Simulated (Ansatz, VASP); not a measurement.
Two plane-wave programs on VN2

```
CELL_PARAMETERS angstrom
-2.15075 2.15075 2.49135
2.15075 -2.15075 2.49135
2.15075 2.15075 -2.49135
ATOMIC_POSITIONS crystal
V 0.25000 0.25000 0.00000
V 0.75000 0.75000 0.00000
N 0.11510 0.61510 0.73020
N 0.61510 0.88490 0.50000
N 0.88490 0.38490 0.26980
N 0.38490 0.11510 0.50000
```

Alike in both runs: task single point; functional PBE; k mesh 12 × 12 × 12; occupations gaussian, width 0.3 eV; no spin polarisation.

```csv
,VASP,Ansatz
version,VASP 6.6.1,Ansatz 0.2.0
potentials or method,"VASP PAW PBE potentials, release 64 (V_sv, N), cutoff 520 eV","scalar-relativistic, plane waves, PAW"
valence electrons in the cell,46,46
```

Ansatz gave:

- gap on the k mesh at the Fermi level (eV): none
- pressure (GPa): -0.6
- traceless stress, the component that is largest in VASP (GPa): 0.07
- rms of the force components (eV/Å): 0.192

Problem. What did VASP give for the same quantities?

Solution. gap on the k mesh at the Fermi level (eV): none; pressure (GPa): 0.0; traceless stress, the component that is largest in VASP (GPa): -0.06; rms of the force components (eV/Å): 0.171.

Atom by atom the forces differ by 0.020 eV/Å (rms over components). A gap of «none» marks a metal or a gap that the smearing closes.
